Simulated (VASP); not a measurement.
Runs of VASP 6.6.1 on Mo. The structure is that of space group Im-3m (No. 229), or close to it. The cells are those of the table. 

| task | cell | k mesh | cutoff (eV) | smearing | gap on the mesh (eV) | pressure (GPa) |
| --- | --- | --- | --- | --- | --- | --- |
| single point | a = 2.755 Å, angles 109.5°, 1 atom | 18 × 18 × 18 | 520 | gaussian 0.1 eV | none | -6.5 |
| single point | a = 2.782 Å, angles 109.5°, 1 atom | 18 × 18 × 18 | 520 | gaussian 0.1 eV | none | -13.1 |
| single point | a = 2.701 Å, angles 109.5°, 1 atom | 18 × 18 × 18 | 520 | gaussian 0.1 eV | none | (a) |
| single point | a = 2.673 Å, angles 109.5°, 1 atom | 18 × 18 × 18 | 520 | gaussian 0.1 eV | none | 20.6 |
| relaxation of cell and atoms | relaxed to 22 GPa from a = 2.663 Å, angles 109.5°, 1 atom | 20 × 20 × 20 | 600 | fermi-dirac 0.1 eV | none | 22.0 |

Alike in all rows: level r2SCAN; potentials or basis VASP PAW PBE potentials, release 64 (Mo_sv); no spin polarisation.

Task: Estimate the missing entries.

Result: (a) 10.1.

Caveats: the PAW data sets were made with another functional, which shifts forces and pressure a little; the cell stands under tension (at least some runs); the cell stands under pressure (at least some runs); the cell is relaxed towards a set pressure, so the run minimises the enthalpy, not the energy (at least some runs).

A k mesh can miss the band edges, and the runs leave out spin-orbit coupling on Mo.

A gap of «none» marks levels without a gap at the run's occupations.
